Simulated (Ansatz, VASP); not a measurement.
## Two plane-wave programs on BAs

The input INCAR:

```
ALGO = Normal
EDIFF = 1E-7
ENCUT = 520
GGA = PS
ISIF = 2
ISMEAR = -1
LASPH = True
LCHARG = True
LELF = True
LREAL = False
LVHAR = True
LWAVE = False
NBANDS = 11
NELM = 60
PREC = Accurate
SIGMA = 0.05
```

File KPOINTS:

```
k-points
0
Gamma
  10 10 10
```

File POSCAR:

```
BAs
1.0
    0.0000000000      2.3724693156      2.3724693156
    2.3724693156      0.0000000000      2.3724693156
    2.3724693156      2.3724693156      0.0000000000
As B
1 1
Direct
    0.7500000000      0.7500000000      0.7500000000
    0.0000000000      0.0000000000      0.0000000000
```

The input input.yaml:

```yaml
crystal:
  lattice:
    - [0.0, 2.3724693156, 2.3724693156]
    - [2.3724693156, 0.0, 2.3724693156]
    - [2.3724693156, 2.3724693156, 0.0]
  atoms:
    - { symbol: As, position: [0.75, 0.75, 0.75] }
    - { symbol: B, position: [0.0, 0.0, 0.0] }
hamiltonian:
  xc: pbesol
  pseudopotentials: { kind: paw }
kpoints:
  mp_grid: { grid: [10, 10, 10] }
scf:
  occupations: { method: fermi_dirac, width: 0.05 }
output:
  forces: true
  stress: true
  eigenvalues: true
```

Alike in both runs: task single point; functional PBEsol; k mesh 10 × 10 × 10; occupations fermi-dirac, width 0.05 eV; no spin polarisation.

```csv
,VASP,Ansatz
version,VASP 6.6.1,Ansatz 0.2.0
potentials or method,"VASP PAW PBE potentials, release 64 (As, B)",Ansatz PAW
plane-wave cutoff (eV),520,420
valence electrons in the cell,8,18
```

```tsv
	VASP	Ansatz	Ansatz less VASP
gap on the k mesh at the Fermi level (eV)	1.06	1.06	+0.009
least direct gap on the mesh (eV)	3.27	3.27	+0.004
pressure (GPa)	3.0	2.1	-0.94
```

VASP's potentials were made for PBE, not for PBEsol. VASP's potentials hold 8 valence electrons a cell and Ansatz's 18, so a difference there can come from the potentials and not from the codes.
